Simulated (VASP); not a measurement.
Wanted: the native input for a VASP 6.6.1 run.

| Quantity | Value |
| --- | --- |
| Task | relaxation of cell and atoms |
| Functional | RPBE |
| Dispersion | D4 |
| Potentials or basis | VASP PAW PBE potentials, release 64 (Ti_sv, C) |
| Cutoff | 600 eV |
| k mesh | 11 × 11 × 11 |
| Occupations | fermi-dirac, width 0.05 eV |
| Spin | no spin polarisation |
| Dipole correction | no |
| Further INCAR settings | ALGO = Normal; EDIFF = 1e-07; IBRION = 2; EDIFFG = -0.01; NSW = 60; ISIF = 3 |

The structure of TiC lies in POSCAR:

```
TiC
1.0
    0.0000000000      2.1657188437      2.1657188437
    2.1657188437      0.0000000000      2.1657188437
    2.1657188437      2.1657188437      0.0000000000
Ti C
1 1
Direct
    0.0000000000      0.0000000000      0.0000000000
    0.5000000000      0.5000000000      0.5000000000
```

These files were run (other wordings do the same):

INCAR

```
SYSTEM = TiC
PREC = Accurate
ENCUT = 600
EDIFF = 1E-7
ISMEAR = -1
SIGMA = 0.05
LREAL = .FALSE.
LASPH = .TRUE.
NELM = 100
ALGO = Normal
ISIF = 3
LWAVE = .FALSE.
LCHARG = .FALSE.
GGA = RP
IVDW = 13
IBRION = 2
NSW = 60
EDIFFG = -0.01
```

KPOINTS

```
Automatic mesh
0
G
  11 11 11
  0 0 0
```

Potentials or basis: VASP PAW PBE potentials, release 64 (Ti_sv, C).

Run with:

```bash
$ cat potpaw_PBE.64/Ti_sv/POTCAR potpaw_PBE.64/C/POTCAR > POTCAR
$ mpirun -np 1 vasp_std > vasp.out
```

It gave:

The relaxed volume is 9.92 Å³/atom, the relaxed cell is a = 3.039 Å, b = 3.039 Å, c = 3.039 Å, α = 60.00°, β = 60.00°, γ = 60.00° and the space group after relaxing (to 0.05 Å) is Fm-3m (No. 225). The energy gained by relaxing is 4.4 meV/atom, the ionic steps are 3 and the pressure after relaxing is 0.0 GPa. The band gap on the k mesh is zero (band 8 reaches 10.53 eV, above the bottom of band 9 at 9.39 eV) and the dispersion energy per atom is -0.585 eV.

Caveat: the PAW data sets were made with another functional, which shifts forces and pressure a little; pairwise dispersion overbinds metals, which lowers pressure and volume.

It took 21 s on 1 thread of Intel(R) Xeon(R) 6975P-C (Granite Rapids), with other jobs on the host, peak memory 0.14 GiB.
